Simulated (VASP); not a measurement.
# Si3N4 (Fd-3m) in VASP: single point with LDA

Aim: the single point of Si3N4 with LDA.

Everything below comes from runs of VASP 6.6.1. Logs are shortened: lines on timing, memory, paths and dates and some standing lists are left out, and cuts for length are marked.

## 1. The cell of the first run

Symmetry: Fd-3m, No. 227, cubic system. Conventional cell: a = 7.676 Å, b = 7.676 Å, c = 7.676 Å, α = 90.00°, β = 90.00°, γ = 90.00°. Within 2.5 Å of Si (site symmetry -3m) lie 6 N at 1.86 Å. Within 2.3 Å of Si (site symmetry -43m) lie 4 N at 1.76 Å. Within 2.3 Å of N (site symmetry 3m) lie 4 Si at 1.76 to 1.86 Å.

## 2. Single point, LDA

Input file INCAR:

```
SYSTEM = Si3N4
PREC = Accurate
ENCUT = 700
EDIFF = 1E-6
ISMEAR = 0
SIGMA = 0.01
LREAL = .FALSE.
LASPH = .TRUE.
NELM = 120
ALGO = Normal
ISIF = 2
LWAVE = .FALSE.
LCHARG = .FALSE.
GGA = CA
NBANDS = 45
ISYM = -1
GGA_COMPAT = .FALSE.
```

Input file KPOINTS:

```
explicit points
32
Reciprocal
  0.12500000   0.12500000   0.12500000 2
  0.12500000   0.12500000   0.37500000 2
  0.12500000   0.12500000   0.62500000 2
  0.12500000   0.12500000   0.87500000 2
  0.12500000   0.37500000   0.12500000 2
  0.12500000   0.37500000   0.37500000 2
  0.12500000   0.37500000   0.62500000 2
  0.12500000   0.37500000   0.87500000 2
  0.12500000   0.62500000   0.12500000 2
  0.12500000   0.62500000   0.37500000 2
  0.12500000   0.62500000   0.62500000 2
  0.12500000   0.62500000   0.87500000 2
  0.12500000   0.87500000   0.12500000 2
  0.12500000   0.87500000   0.37500000 2
  0.12500000   0.87500000   0.62500000 2
  0.12500000   0.87500000   0.87500000 2
  0.37500000   0.12500000   0.12500000 2
  0.37500000   0.12500000   0.37500000 2
  0.37500000   0.12500000   0.62500000 2
  0.37500000   0.12500000   0.87500000 2
  0.37500000   0.37500000   0.12500000 2
  0.37500000   0.37500000   0.37500000 2
  0.37500000   0.37500000   0.62500000 2
  0.37500000   0.37500000   0.87500000 2
  0.37500000   0.62500000   0.12500000 2
  0.37500000   0.62500000   0.37500000 2
  0.37500000   0.62500000   0.62500000 2
  0.37500000   0.62500000   0.87500000 2
  0.37500000   0.87500000   0.12500000 2
  0.37500000   0.87500000   0.37500000 2
  0.37500000   0.87500000   0.62500000 2
  0.37500000   0.87500000   0.87500000 2
```

Input file POSCAR:

```
Si3N4
1.0
    0.0000000000      3.8382500000      3.8382500000
    3.8382500000      0.0000000000      3.8382500000
    3.8382500000      3.8382500000      0.0000000000
Si N
6 8
Direct
    0.6250000000      0.6250000000      0.6250000000
    0.1250000000      0.6250000000      0.6250000000
    0.6250000000      0.6250000000      0.1250000000
    0.6250000000      0.1250000000      0.6250000000
    0.0000000000      0.0000000000      0.0000000000
    0.2500000000      0.2500000000      0.2500000000
    0.3824000000      0.3824000000      0.3824000000
    0.3972000000      0.8676000000      0.8676000000
    0.3824000000      0.3824000000      0.8528000000
    0.8676000000      0.3972000000      0.8676000000
    0.8528000000      0.3824000000      0.3824000000
    0.8676000000      0.8676000000      0.8676000000
    0.3824000000      0.8528000000      0.3824000000
    0.8676000000      0.8676000000      0.3972000000
```

Potentials or basis: VASP PAW LDA potentials, release 64 (Si, N).

On the command line:

```bash
cat potpaw_LDA.64/Si/POTCAR potpaw_LDA.64/N/POTCAR > POTCAR
mpirun -np 1 vasp_std > vasp.out
```

OUTCAR:

```text
SYSTEM = Si3N4
   PREC = Accurate
   ENCUT = 700
   EDIFF = 1E-6
   ISMEAR = 0
   LREAL = .FALSE.
   LASPH = .TRUE.
   NELM = 120
   ISIF = 2
   GGA = CA
   ISYM = -1

 ion  position               nearest neighbor table
   1  0.625  0.625  0.625-   8 1.86  10 1.86  11 1.86  13 1.86   9 1.86  14 1.86   2 2.71   3 2.71
                             4 2.71   3 2.71   4 2.71   2 2.71
   2  0.125  0.625  0.625-   9 1.86  14 1.86  13 1.86  10 1.86   7 1.86  12 1.86   1 2.71   3 2.71
                             4 2.71   1 2.71   3 2.71   4 2.71
   3  0.625  0.625  0.125-   8 1.86  10 1.86  11 1.86  13 1.86  12 1.86   7 1.86   1 2.71   1 2.71
                             2 2.71   4 2.71   4 2.71   2 2.71
   4  0.625  0.125  0.625-   9 1.86  14 1.86  11 1.86   8 1.86  12 1.86   7 1.86   1 2.71   3 2.71
                             1 2.71   2 2.71   3 2.71   2 2.71
   5  0.000  0.000  0.000-  12 1.76  10 1.76   8 1.76  14 1.76
   6  0.250  0.250  0.250-   7 1.76   9 1.76  11 1.76  13 1.76
   7  0.382  0.382  0.382-   6 1.76   4 1.86   2 1.86   3 1.86
   8  0.397  0.868  0.868-   5 1.76   3 1.86   4 1.86   1 1.86
   9  0.382  0.382  0.853-   6 1.76   4 1.86   2 1.86   1 1.86
  10  0.868  0.397  0.868-   5 1.76   3 1.86   2 1.86   1 1.86
  11  0.853  0.382  0.382-   6 1.76   3 1.86   4 1.86   1 1.86
  12  0.868  0.868  0.868-   5 1.76   4 1.86   2 1.86   3 1.86
  13  0.382  0.853  0.382-   6 1.76   3 1.86   2 1.86   1 1.86
  14  0.868  0.868  0.397-   5 1.76   4 1.86   2 1.86   1 1.86

IMPORTANT INFORMATION: All symmetrisations will be switched off!
NOSYMM: (Re-)initialisation of all symmetry stuff for point group C_1.

----------------------------------------------------------------------------------------

                                     Primitive cell

  volume of cell :     113.0914

  direct lattice vectors                    reciprocal lattice vectors
     0.000000000  3.838250000  3.838250000    -0.130267700  0.130267700  0.130267700
     3.838250000  0.000000000  3.838250000     0.130267700 -0.130267700  0.130267700
     3.838250000  3.838250000  0.000000000     0.130267700  0.130267700 -0.130267700

  length of vectors
     5.428105206  5.428105206  5.428105206     0.225630275  0.225630275  0.225630275

  position of ions in fractional coordinates (direct lattice)
     0.625000000  0.625000000  0.625000000
     0.125000000  0.625000000  0.625000000
     0.625000000  0.625000000  0.125000000
     0.625000000  0.125000000  0.625000000
     0.000000000  0.000000000  0.000000000
     0.250000000  0.250000000  0.250000000
     0.382400000  0.382400000  0.382400000
     0.397200000  0.867600000  0.867600000
     0.382400000  0.382400000  0.852800000
     0.867600000  0.397200000  0.867600000
     0.852800000  0.382400000  0.382400000
     0.867600000  0.867600000  0.867600000
     0.382400000  0.852800000  0.382400000
     0.867600000  0.867600000  0.397200000

  ion indices of the primitive-cell ions
   primitive index   ion index
                 1           1
                 2           2
                 3           3
                 4           4
                 5           5
                 6           6
                 7           7
                 8           8
                 9           9
                10          10
                11          11
                12          12
                13          13
                14          14

----------------------------------------------------------------------------------------

 KPOINTS: explicit points

Read explicit list of k-points.

 Found     32 k-points:

 Following reciprocal coordinates:
            Coordinates               Weight
  0.125000  0.125000  0.125000      0.031250
  0.125000  0.125000  0.375000      0.031250
  0.125000  0.125000  0.625000      0.031250
  0.125000  0.125000  0.875000      0.031250
  0.125000  0.375000  0.125000      0.031250
  0.125000  0.375000  0.375000      0.031250
[... 16 lines left out ...]
  0.375000  0.375000  0.625000      0.031250
  0.375000  0.375000  0.875000      0.031250
 [... further k-points ...]
   k-points           NKPTS =     32   k-points in BZ     NKDIM =     32   number of bands    NBANDS=     45
   number of dos      NEDOS =    301   number of ions     NIONS =     14
   total plane-waves  NPLWV = 110592
   dimension x,y,z NGX =    48 NGY =   48 NGZ =   48
   dimension x,y,z NGXF=    96 NGYF=   96 NGZF=   96
   ions per type =               6   8
   NGX,Y,Z   is equivalent  to a cutoff of  14.70, 14.70, 14.70 a.u.
   NGXF,Y,Z  is equivalent  to a cutoff of  29.40, 29.40, 29.40 a.u.
 SYSTEM =  Si3N4
   PREC   = accura    normal or accurate (medium, high low for compatibility)
   ISTART =      0    job   : 0-new  1-cont  2-samecut
   ICHARG =      2    charge: 1-file 2-atom 10-const
   ISPIN  =      1    spin polarized calculation?
   LNONCOLLINEAR =      F non collinear calculations
   LSORBIT =      F    spin-orbit coupling
   LASPH  =      T    aspherical Exc in radial PAW
   ENCUT  =  700.0 eV  51.45 Ry    7.17 a.u.  11.71 11.71 11.71*2*pi/ulx,y,z
   NELM   =    120;   NELMIN=  2; NELMDL= -5     # of ELM steps
   EDIFF  = 0.1E-05   stopping-criterion for ELM
   LREAL  =      F    real-space projection
   EDIFFG = 0.1E-04   stopping-criterion for IOM
   NSW    =      0    number of steps for IOM
   IBRION =     -1    ionic relax: 0-MD 1-quasi-New 2-CG
   NFREE  =      0    steps in history (QN), initial steepest desc. (CG)
   ISIF   =      2    stress and relaxation
   ISYM   =     -1    0-nonsym 1-usesym 2-fastsym
   POTIM  = 0.5000    time-step for ionic-motion
   TEBEG  =    0.0;   TEEND  =   0.0 temperature during run
   PSTRESS=    0.0 pullay stress
   NELECT =      64.0000    total number of electrons
   NUPDOWN=      -1.0000    fix difference up-down
   EMIN   =  10.00;   EMAX   =-10.00  energy-range for DOS
   EFERMI =   0.00;   METHOD = LEGACY
   ISMEAR =     0;   SIGMA  =   0.01  broadening in eV -4-tet -1-fermi 0-gaus
   EFERMI_NEDOS =   21; number of points for ismear=-14 and -15
   IALGO  =     38    algorithm
   IMIX   =      4    mixing-type and parameters
     AMIX     =   0.40;   BMIX     =  1.00
     AMIX_MAG =   1.60;   BMIX_MAG =  1.00
  volume/ion in A,a.u.               =       8.08        54.51
  Fermi-wavevector in a.u.,A,eV,Ry     =   1.354123  2.558922 24.948324  1.833650
  Thomas-Fermi vector in A             =   2.481321
   LORBIT       =      0    0 simple, 1 ext, 2 COOP (PROOUT), +10 PAW based schemes
   GGA     = CA    functional components
   LHFCALC =     F    Hartree Fock is set to
   AEXX    =    0.0000 exact exchange contribution
   IVDW    =     0    specifies the selected vdW correction
   LEPSILON=     F    determine dielectric tensor
   LRPA    =     F    only Hartree local field effects (RPA)
 non-spin polarized calculation
 Gauss-broadening in eV      SIGMA  =   0.01
  energy-cutoff  :      700.00
  volume of cell :      113.09
 maximum number of plane-waves:      4771
 NGX is ok and might be reduce to    48
   NGX = 23   NGY = 23   NGZ = 23

 number of electron      64.0000001 magnetization

 Free energy of the ion-electron system (eV)
  ---------------------------------------------------
  ext. energy  EPLUGINS =         0.00000000
  ---------------------------------------------------
  free energy    TOTEN  =      -125.57657147 eV

  energy without entropy =     -125.57657147  energy(sigma->0) =     -125.57657147

 E-fermi :   9.6566     XC(G=0): -12.6999

 val. band max:        9.5342130918   @ k =   0.3750   0.1250   0.1250
 cond. band min:      13.1875755833   @ k =   0.1250   0.1250   0.1250
 fundamental gap:      3.6533624915
 Fermi energy:         9.6566119680

 k-point     1 :       0.1250    0.1250    0.1250
  band No.  band energies     occupation
      1      -9.4135      2.00000
      2      -6.0952      2.00000
      3      -5.2579      2.00000
      4      -5.0005      2.00000
      5      -5.0004      2.00000
      6      -4.0275      2.00000
[... 36 lines left out ...]
     43      17.8735      0.00000
     44      18.9822      0.00000

 k-point     2 :       0.1250    0.1250    0.3750
  band No.  band energies     occupation
      1      -8.9658      2.00000
      2      -6.7449      2.00000
      3      -5.8659      2.00000
      4      -4.9944      2.00000
      5      -4.7037      2.00000
      6      -4.5394      2.00000
[... 36 lines left out ...]
     43      18.8712      0.00000
     44      19.0653      0.00000

 k-point     3 :       0.1250    0.1250    0.6250
  band No.  band energies     occupation
      1      -8.4392      2.00000
      2      -7.5281      2.00000
      3      -5.8662      2.00000
      4      -5.0432      2.00000
      5      -5.0265      2.00000
      6      -4.4984      2.00000
[... 36 lines left out ...]
     43      20.0943      0.00000
     44      20.2595      0.00000

 k-point     4 :       0.1250    0.1250    0.8750
  band No.  band energies     occupation
      1      -9.1847      2.00000
      2      -6.3685      2.00000
      3      -5.5525      2.00000
      4      -5.1719      2.00000
      5      -4.9256      2.00000
      6      -4.6327      2.00000
[... 882 lines left out ...]
     43      19.4471      0.00000
     44      19.4471      0.00000

 k-point    23 :       0.3750    0.3750    0.6250
  band No.  band energies     occupation
      1      -8.2348      2.00000
      2      -7.4151      2.00000
      3      -6.4820      2.00000
      4      -5.2941      2.00000
      5      -5.1501      2.00000
      6      -4.3013      2.00000
[... 36 lines left out ...]
     43      19.7824      0.00000
     44      19.9713      0.00000

 k-point    24 :       0.3750    0.3750    0.8750
  band No.  band energies     occupation
      1      -8.1161      2.00000
      2      -7.3990      2.00000
      3      -6.2117      2.00000
      4      -5.6535      2.00000
      5      -5.4952      2.00000
      6      -4.9841      2.00000
[... 36 lines left out ...]
     43      19.6192      0.00000
     44      20.1445      0.00000

 [... further k-points ...]

 [bands above 44 left out]

------------------------ aborting loop because EDIFF is reached ----------------------------------------

  FORCE on cell =-STRESS in cart. coord.  units (eV):
  Direction    XX          YY          ZZ          XY          YZ          ZX
  --------------------------------------------------------------------------------------
  -------------------------------------------------------------------------------------
  Total        1.6766729      1.6766773      1.6766834     -0.0060830     -0.0060751     -0.0060908
  in kB       23.7535847     23.7536465     23.7537338     -0.0861784     -0.0860666     -0.0862893
  external PRESSURE =      23.7536550 kB  Pullay stress =       0.0000000 kB

 VOLUME and BASIS-vectors are now :
 -----------------------------------------------------------------------------
  energy-cutoff  :      700.00
  volume of cell :      113.09
      direct lattice vectors                 reciprocal lattice vectors
     0.000000000  3.838250000  3.838250000    -0.130267700  0.130267700  0.130267700
     3.838250000  0.000000000  3.838250000     0.130267700 -0.130267700  0.130267700
     3.838250000  3.838250000  0.000000000     0.130267700  0.130267700 -0.130267700

 POSITION                                       TOTAL-FORCE (eV/Angst)
 -----------------------------------------------------------------------------------
      4.79781      4.79781      4.79781         0.000000      0.000005      0.000000
      4.79781      2.87869      2.87869         0.000001      0.000002     -0.000003
      2.87869      2.87869      4.79781        -0.000007     -0.000003      0.000003
      2.87869      4.79781      2.87869        -0.000001      0.000004     -0.000003
      0.00000      0.00000      0.00000         0.000131      0.000083      0.000134
      1.91912      1.91912      1.91912        -0.000137     -0.000084     -0.000118
      2.93549      2.93549      2.93549        -0.007878     -0.007877     -0.007878
      6.66013      4.85462      4.85462         0.008815     -0.007889     -0.007885
      4.74101      4.74101      2.93549         0.007891      0.007892     -0.008818
      4.85462      6.66013      4.85462        -0.007914      0.008837     -0.007911
      2.93549      4.74101      4.74101        -0.008798      0.007873      0.007875
      6.66013      6.66013      6.66013         0.007871      0.007873      0.007882
      4.74101      2.93549      4.74101         0.007911     -0.008834      0.007910
      4.85462      4.85462      6.66013        -0.007885     -0.007882      0.008811
 -----------------------------------------------------------------------------------
    total drift:                                0.000023     -0.000008     -0.000019

  FREE ENERGIE OF THE ION-ELECTRON SYSTEM (eV)
  ---------------------------------------------------
  free  energy   TOTEN  =      -125.5765714666 eV

  energy  without entropy=     -125.5765714666  energy(sigma->0) =     -125.57657147
```

Wall time 3.9 min (1 thread of Intel Xeon Platinum 8259CL at 2.50GHz (Skylake/Cascade Lake), shared host); peak memory 0.35 GiB.

What came out:

```yaml
Free_energy: -125.5766 eV
Pressure: 2.4 GPa
Largest_force: 0.014 eV/Å
Band_gap_on_the_k_mesh: 3.65 eV (least direct gap 3.67 eV)
```

Forces in eV/Å, atoms in the order of the input:
```
Si   0.000  0.000  0.000
Si   0.000  0.000  0.000
Si   0.000  0.000  0.000
Si   0.000  0.000  0.000
Si   0.000  0.000  0.000
Si   0.000  0.000  0.000
N   -0.008 -0.008 -0.008
N    0.009 -0.008 -0.008
N    0.008  0.008 -0.009
N   -0.008  0.009 -0.008
N   -0.009  0.008  0.008
N    0.008  0.008  0.008
N    0.008 -0.009  0.008
N   -0.008 -0.008  0.009
```

Caveat: a shifted mesh leaves out Γ, where band edges can lie.
